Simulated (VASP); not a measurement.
# La (P6_3/mmc) in VASP: notebook

Runs on La. Level: LDA. Tasks: electric field gradients.

All numbers are computed with VASP 6.6.1; they aren't measurements. Logs are shortened: lines on timing, memory, paths and dates and some standing lists are left out, and cuts for length are marked.

### 1 The cell of the first run

The structure is hexagonal, space group P6_3/mmc (No. 194). Conventional cell: a = 3.762 Å, b = 3.762 Å, c = 6.090 Å, α = 90.00°, β = 90.00°, γ = 120.00°. Within 4.9 Å of La (site symmetry -6m2) lie 12 La at 3.74 to 3.76 Å.

### 2 Electric field gradients, LDA (37.33 Å³/atom)

The input, INCAR:

```
ALGO = Normal
EDIFF = 1E-8
ENCUT = 520
GGA = CA
ISIF = 2
ISMEAR = -1
LASPH = True
LCHARG = False
LEFG = True
LREAL = False
LWAVE = False
NBANDS = 18
NELM = 80
PREC = Accurate
SIGMA = 0.05
```

The input, KPOINTS:

```
k-points
0
Gamma
  11 11 6
```

The input, POSCAR:

```
La
1.0
    3.7624606208      0.0000000000      0.0000000000
   -1.8812303104      3.2583864783      0.0000000000
    0.0000000000      0.0000000000      6.0901662611
La
2
Direct
    0.3333333333      0.6666666667      0.2500000000
    0.6666666667      0.3333333333      0.7500000000
```

Potentials or basis: VASP PAW LDA potentials, release 64 (La).

On the command line:

```sh
$ cat potpaw_LDA.64/La/POTCAR > POTCAR
$ mpirun -np 1 vasp_std > vasp.out
```

OUTCAR:

```text
EDIFF = 1E-8
   ENCUT = 520
   GGA = CA
   ISIF = 2
   ISMEAR = -1
   LASPH = True
   LREAL = False
   NELM = 80
   PREC = Accurate

 ion  position               nearest neighbor table
   1  0.333  0.667  0.250-
   2  0.667  0.333  0.750-

  LATTYP: Found a hexagonal cell.
 ALAT       =     3.7624606208
 C/A-ratio  =     1.6186657815

  Lattice vectors:

 A1 = (   3.7624606208,   0.0000000000,   0.0000000000)
 A2 = (  -1.8812303104,   3.2583864783,   0.0000000000)
 A3 = (   0.0000000000,   0.0000000000,   6.0901662611)

Analysis of symmetry for initial positions (statically):
=====================================================================
 Subroutine PRICEL returns:
 Original cell was already a primitive cell.

 Routine SETGRP: Setting up the symmetry group for a
 hexagonal supercell.

 Subroutine GETGRP returns: Found 24 space group operations
 (whereof 12 operations were pure point group operations)
 out of a pool of 24 trial point group operations.

The static configuration has the point symmetry D_3d.
 The point group associated with its full space group is D_6h.

Analysis of symmetry for dynamics (positions and initial velocities):
=====================================================================
 Subroutine PRICEL returns:
 Original cell was already a primitive cell.

 Routine SETGRP: Setting up the symmetry group for a
 hexagonal supercell.

 Subroutine GETGRP returns: Found 24 space group operations
 (whereof 12 operations were pure point group operations)
 out of a pool of 24 trial point group operations.

The dynamic configuration has the point symmetry D_3d.
 The point group associated with its full space group is D_6h.

 Subroutine INISYM returns: Found 24 space group operations
 (whereof 12 operations are pure point group operations),
 and found     1 'primitive' translations

----------------------------------------------------------------------------------------

                                     Primitive cell

  volume of cell :      74.6627

  direct lattice vectors                    reciprocal lattice vectors
     3.762460621  0.000000000  0.000000000     0.265783513  0.153450183  0.000000000
    -1.881230310  3.258386478  0.000000000     0.000000000  0.306900365  0.000000000
     0.000000000  0.000000000  6.090166261     0.000000000  0.000000000  0.164199130

  length of vectors
     3.762460621  3.762460621  6.090166261     0.306900365  0.306900365  0.164199130

  position of ions in fractional coordinates (direct lattice)
     0.333333333  0.666666667  0.250000000
     0.666666667  0.333333333  0.750000000

  ion indices of the primitive-cell ions
   primitive index   ion index
                 1           1
                 2           2

----------------------------------------------------------------------------------------

 KPOINTS: k-points

Automatic generation of k-mesh.
 Grid dimensions read from file:
 generate k-points for:   11   11    6

 Generating k-lattice:

  Cartesian coordinates                     Fractional coordinates (reciprocal lattice)
     0.024162138  0.013950017  0.000000000     0.090909091 -0.000000000  0.000000000
     0.000000000  0.027900033  0.000000000     0.000000000  0.090909091  0.000000000
     0.000000000  0.000000000  0.027366522     0.000000000  0.000000000  0.166666667

  Length of vectors
     0.027900033  0.027900033  0.027366522

  Shift w.r.t. Gamma in fractional coordinates (k-lattice)
     0.000000000  0.000000000  0.000000000

 Subroutine IBZKPT returns following result:
 ===========================================

 Found     64 irreducible k-points:

 Following reciprocal coordinates:
            Coordinates               Weight
  0.000000  0.000000  0.000000      1.000000
  0.090909  0.000000  0.000000      6.000000
  0.181818  0.000000  0.000000      6.000000
  0.272727  0.000000  0.000000      6.000000
  0.363636  0.000000  0.000000      6.000000
  0.454545  0.000000  0.000000      6.000000
[... 16 lines left out ...]
  0.090909  0.090909  0.166667     12.000000
  0.181818  0.090909  0.166667     24.000000
 [... further k-points ...]
   k-points           NKPTS =     64   k-points in BZ     NKDIM =     64   number of bands    NBANDS=     18
   number of dos      NEDOS =    301   number of ions     NIONS =      2
   total plane-waves  NPLWV =  37632
   dimension x,y,z NGX =    28 NGY =   28 NGZ =   48
   dimension x,y,z NGXF=    56 NGYF=   56 NGZF=   96
   ions per type =               2
   NGX,Y,Z   is equivalent  to a cutoff of  12.37, 12.37, 13.10 a.u.
   NGXF,Y,Z  is equivalent  to a cutoff of  24.74, 24.74, 26.21 a.u.
 SYSTEM =  unknown system
   PREC   = accura    normal or accurate (medium, high low for compatibility)
   ISTART =      0    job   : 0-new  1-cont  2-samecut
   ICHARG =      2    charge: 1-file 2-atom 10-const
   ISPIN  =      1    spin polarized calculation?
   LNONCOLLINEAR =      F non collinear calculations
   LSORBIT =      F    spin-orbit coupling
   LASPH  =      T    aspherical Exc in radial PAW
   ENCUT  =  520.0 eV  38.22 Ry    6.18 a.u.   7.00  7.00 11.32*2*pi/ulx,y,z
   NELM   =     80;   NELMIN=  2; NELMDL= -5     # of ELM steps
   EDIFF  = 0.1E-07   stopping-criterion for ELM
   LREAL  =      F    real-space projection
   EDIFFG = 0.1E-06   stopping-criterion for IOM
   NSW    =      0    number of steps for IOM
   IBRION =     -1    ionic relax: 0-MD 1-quasi-New 2-CG
   NFREE  =      0    steps in history (QN), initial steepest desc. (CG)
   ISIF   =      2    stress and relaxation
   ISYM   =      2    0-nonsym 1-usesym 2-fastsym
   POTIM  = 0.5000    time-step for ionic-motion
   TEBEG  =    0.0;   TEEND  =   0.0 temperature during run
   PSTRESS=    0.0 pullay stress
   NELECT =      22.0000    total number of electrons
   NUPDOWN=      -1.0000    fix difference up-down
   EMIN   =  10.00;   EMAX   =-10.00  energy-range for DOS
   EFERMI =   0.00;   METHOD = LEGACY
   ISMEAR =    -1;   SIGMA  =   0.05  broadening in eV -4-tet -1-fermi 0-gaus
   EFERMI_NEDOS =   21; number of points for ismear=-14 and -15
   IALGO  =     38    algorithm
   IMIX   =      4    mixing-type and parameters
     AMIX     =   0.40;   BMIX     =  1.00
     AMIX_MAG =   1.60;   BMIX_MAG =  1.00
  volume/ion in A,a.u.               =      37.33       251.92
  Fermi-wavevector in a.u.,A,eV,Ry     =   1.089384  2.058638 16.146828  1.186758
  Thomas-Fermi vector in A             =   2.225586
   LORBIT       =      0    0 simple, 1 ext, 2 COOP (PROOUT), +10 PAW based schemes
   GGA     = CA    functional components
   LHFCALC =     F    Hartree Fock is set to
   AEXX    =    0.0000 exact exchange contribution
   IVDW    =     0    specifies the selected vdW correction
   LEPSILON=     F    determine dielectric tensor
   LRPA    =     F    only Hartree local field effects (RPA)
 non-spin polarized calculation
  energy-cutoff  :      520.00
  volume of cell :       74.66
 maximum number of plane-waves:      2029
 NGX is ok and might be reduce to    28
   NGX = 13   NGY = 13   NGZ = 23

 number of electron      21.9999997 magnetization

 Free energy of the ion-electron system (eV)
  ---------------------------------------------------
  ext. energy  EPLUGINS =         0.00000000
  ---------------------------------------------------
  free energy    TOTEN  =       -10.99289087 eV

  energy without entropy =      -10.95786039  energy(sigma->0) =      -10.97537563

 E-fermi :   7.5969     XC(G=0):  -9.7432

 val. band max:        7.5950515971   @ k =   0.1818   0.0909   0.0000
 cond. band min:       7.5998656333   @ k =   0.1818   0.1818   0.3333
 fundamental gap:      0.0048140362
 Fermi energy:         7.5968596704

 k-point     1 :       0.0000    0.0000    0.0000
  band No.  band energies     occupation
      1     -25.1513      2.00000
      2     -24.9500      2.00000
      3      -9.5348      2.00000
      4      -8.3392      2.00000
      5      -8.3392      2.00000
      6      -8.1534      2.00000
[... 10 lines left out ...]
     17       9.1595      0.00000
     18       9.2212      0.00000

 k-point     2 :       0.0909    0.0000    0.0000
  band No.  band energies     occupation
      1     -25.1381      2.00000
      2     -24.9438      2.00000
      3      -9.5002      2.00000
      4      -8.4293      2.00000
      5      -8.3673      2.00000
      6      -8.2461      2.00000
[... 10 lines left out ...]
     17       9.1510      0.00000
     18       9.1705      0.00000

 k-point     3 :       0.1818    0.0000    0.0000
  band No.  band energies     occupation
      1     -25.1017      2.00000
      2     -24.9277      2.00000
      3      -9.4013      2.00000
      4      -8.6664      2.00000
      5      -8.4819      2.00000
      6      -8.4388      2.00000
[... 10 lines left out ...]
     17       9.2074      0.00000
     18       9.2264      0.00000

 k-point     4 :       0.2727    0.0000    0.0000
  band No.  band energies     occupation
      1     -25.0511      2.00000
      2     -24.9087      2.00000
      3      -9.2534      2.00000
      4      -8.9665      2.00000
      5      -8.7674      2.00000
      6      -8.5263      2.00000
[... 10 lines left out ...]
     17       9.2485      0.00000
     18       9.2980      0.00000

 k-point     5 :       0.3636    0.0000    0.0000
  band No.  band energies     occupation
      1     -24.9997      2.00000
      2     -24.8956      2.00000
      3      -9.2313      2.00000
      4      -9.0842      2.00000
      5      -9.0118      2.00000
      6      -8.6025      2.00000
[... 10 lines left out ...]
     17       9.2092      0.00000
     18       9.2788      0.00000

 k-point     6 :       0.4545    0.0000    0.0000
  band No.  band energies     occupation
      1     -24.9641      2.00000
      2     -24.8925      2.00000
      3      -9.3838      2.00000
      4      -9.1506      2.00000
      5      -8.9480      2.00000
      6      -8.6462      2.00000
[... 307 lines left out ...]
 k-point    21 :       0.3636    0.0000    0.1667
  band No.  band energies     occupation
      1     -24.9928      2.00000
      2     -24.9026      2.00000
      3      -9.3134      2.00000
      4      -9.0934      2.00000
      5      -8.9165      2.00000
      6      -8.5825      2.00000
[... 10 lines left out ...]
     17       9.2094      0.00000
     18       9.2701      0.00000

 k-point    22 :       0.4545    0.0000    0.1667
  band No.  band energies     occupation
      1     -24.9593      2.00000
      2     -24.8973      2.00000
      3      -9.4309      2.00000
      4      -9.2185      2.00000
      5      -8.8446      2.00000
      6      -8.6253      2.00000
[... 10 lines left out ...]
     17       9.2624      0.00000
     18       9.2889      0.00000

 k-point    23 :       0.0909    0.0909    0.1667
  band No.  band energies     occupation
      1     -25.1015      2.00000
      2     -24.9450      2.00000
      3      -9.3670      2.00000
      4      -8.5493      2.00000
      5      -8.5061      2.00000
      6      -8.3807      2.00000
[... 10 lines left out ...]
     17       9.2154      0.00000
     18       9.2515      0.00000

 k-point    24 :       0.1818    0.0909    0.1667
  band No.  band energies     occupation
      1     -25.0596      2.00000
      2     -24.9257      2.00000
      3      -9.2782      2.00000
      4      -8.7910      2.00000
      5      -8.7263      2.00000
      6      -8.4784      2.00000
[... 10 lines left out ...]
     17       9.2130      0.00000
     18       9.2471      0.00000

 [... further k-points ...]
[... 5 lines left out ...]
  --------------------------------------------------------------------------------------
  -------------------------------------------------------------------------------------
  Total       -1.5058303     -1.5058303     -1.5797751      0.0000000     -0.0000000     -0.0000000
  in kB      -32.3134181    -32.3134181    -33.9001905      0.0000000     -0.0000000     -0.0000000
  external PRESSURE =     -32.8423422 kB  Pullay stress =       0.0000000 kB

 VOLUME and BASIS-vectors are now :
 -----------------------------------------------------------------------------
  energy-cutoff  :      520.00
  volume of cell :       74.66
      direct lattice vectors                 reciprocal lattice vectors
     3.762460621  0.000000000  0.000000000     0.265783513  0.153450183  0.000000000
    -1.881230310  3.258386478  0.000000000     0.000000000  0.306900365  0.000000000
     0.000000000  0.000000000  6.090166261     0.000000000  0.000000000  0.164199130

 POSITION                                       TOTAL-FORCE (eV/Angst)
 -----------------------------------------------------------------------------------
     -0.00000      2.17226      1.52254        -0.000000     -0.000000      0.000000
      1.88123      1.08613      4.56762         0.000000      0.000000      0.000000
 -----------------------------------------------------------------------------------
    total drift:                               -0.000000      0.000000     -0.000000

  FREE ENERGIE OF THE ION-ELECTRON SYSTEM (eV)
  ---------------------------------------------------
  free  energy   TOTEN  =       -10.9928908722 eV

  energy  without entropy=      -10.9578603915  energy(sigma->0) =      -10.97537563

 Electric field gradients (V/A^2)
---------------------------------------------------------------------
 ion       V_xx      V_yy      V_zz      V_xy      V_xz      V_yz
---------------------------------------------------------------------
   1      -5.065    -5.064    10.129     0.000     0.000    -0.000
   2      -5.065    -5.064    10.129     0.000    -0.000     0.000
---------------------------------------------------------------------

 Electric field gradients after diagonalization (V/A^2)
 (convention: |V_zz| > |V_xx| > |V_yy|)
----------------------------------------------------------------------
 ion       V_xx      V_yy      V_zz     asymmetry (V_yy - V_xx)/ V_zz
----------------------------------------------------------------------
   1      -5.065    -5.064    10.129       0.000
   2      -5.065    -5.064    10.129       0.000
----------------------------------------------------------------------

           NMR quadrupolar parameters

 Cq : quadrupolar parameter    Cq=e*Q*V_zz/h
 eta: asymmetry parameters     (V_yy - V_xx)/ V_zz
 Q  : nuclear electric quadrupole moment in mb (millibarn)
----------------------------------------------------------------------
 ion       Cq(MHz)       eta       Q (mb)
----------------------------------------------------------------------
   1       0.024       0.000       1.000
   2       0.024       0.000       1.000
----------------------------------------------------------------------
```

It took 79 s on 1 thread of Intel Xeon Platinum 8488C (Sapphire Rapids), shared host; peak memory 0.22 GiB.

What came out:

```
Free energy                             : -10.9929 eV
Pressure                                : -3.3 GPa
Band gap on the k mesh                  : zero (bands 11 and 12 overlap by 1.36 eV)
Largest electric field gradient by atom : La +10.1 V/Å²
```

Electric field gradients, principal values (V/Å²):
```
atom   least  middle  greatest (by size)
1 La  -5.064  -5.065              10.129
2 La  -5.064  -5.065              10.129
```

Caveat: the cell stands under tension; without QUAD_EFG the Cq values of the log hold for a quadrupole moment of 1 mb, not for the nuclei; spin-orbit coupling is left out, which moves the levels of the heavy elements.

(Continued in part 2 of 2.)

The gap in the log of VASP goes by the Fermi energy; the results here count the filled bands.